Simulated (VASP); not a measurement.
Wanted: the native input for a VASP 6.6.1 run.

- Task: single point
- Functional: PBE
- Potentials or basis: VASP PAW PBE potentials, release 64 (Ti_sv, O)
- Cutoff: 520 eV
- k mesh: 5 × 5 × 7, shifted
- Occupations: tetrahedron
- Spin: collinear spin, zero start
- Starting moments: [0.0, 0.0, 0.0, 0.0, 0.0, 0.0] μB
- Hubbard terms: Ti d U = 1.0 eV
- Dipole correction: no
- Further INCAR settings: ALGO = Normal; EDIFF = 1e-06; NBANDS = 37

The structure of TiO2 lies in POSCAR:

```
TiO2
1.0
   -1.8880423600      1.8965676700      4.7268329700
    1.8986158700     -1.8800689500      4.7244778400
    1.8758979400      1.8679245200     -4.7202751200
Ti O
2 4
Direct
    0.0036193000      0.9856558000      0.0018699700
    0.7637188900      0.2252194600      0.4891314700
    0.1812893700      0.1789773400      0.0064504900
    0.9341804700      0.4382012100      0.5156036800
    0.5806283700      0.0853934500      0.5118306700
    0.8486337400      0.8046004300      0.0158507500
```

These files were run (other wordings do the same):

INCAR

```
SYSTEM = TiO2
PREC = Accurate
ENCUT = 520
EDIFF = 1E-6
ISMEAR = -5
SIGMA = 0.1
LREAL = .False.
LASPH = .True.
NELM = 150
ALGO = Normal
ISIF = 2
LWAVE = .False.
LCHARG = .True.
ISPIN = 2
MAGMOM = 0 0 0 0 0 0
LORBIT = 11
LMAXMIX = 4
LDAU = .True.
LDAUTYPE = 2
LDAUL = 2 -1
LDAUU = 1 0
LDAUJ = 0 0
LDAUPRINT = 1
GGA = PE
LELF = .True.
LVHAR = .True.
NBANDS = 37
```

KPOINTS

```
Automatic mesh
0
Gamma
  5 5 7
  0 0 0.5
```

Potentials or basis: VASP PAW PBE potentials, release 64 (Ti_sv, O).

Command:

```console
$ cat potpaw_PBE.64/Ti_sv/POTCAR potpaw_PBE.64/O/POTCAR > POTCAR
$ mpirun -np 1 vasp_std > vasp.out
```

Results of the run:

```
Pressure                                              : 55.6 GPa
Largest force                                         : 12.816 eV/Å
Band gap on the k mesh                                : 1.82 eV (least direct gap 1.85 eV)
Net moment                                            : 0.00 μB per cell
Valence electrons inside the program's atomic spheres : Ti 10.66, 10.76; O 5.16, 5.19, 5.20 (each value once)
```

Caveat: the stress differs along the axes, from 17 to 128 GPa; a shifted mesh leaves out Γ, where band edges can lie; forces of over 1 eV/Å act on the atoms, so gaps and moduli don't describe the material at rest.

It took 12 min on 1 thread of Intel(R) Xeon(R) Platinum 8488C (Sapphire Rapids), with other jobs on the host, peak memory 0.49 GiB.
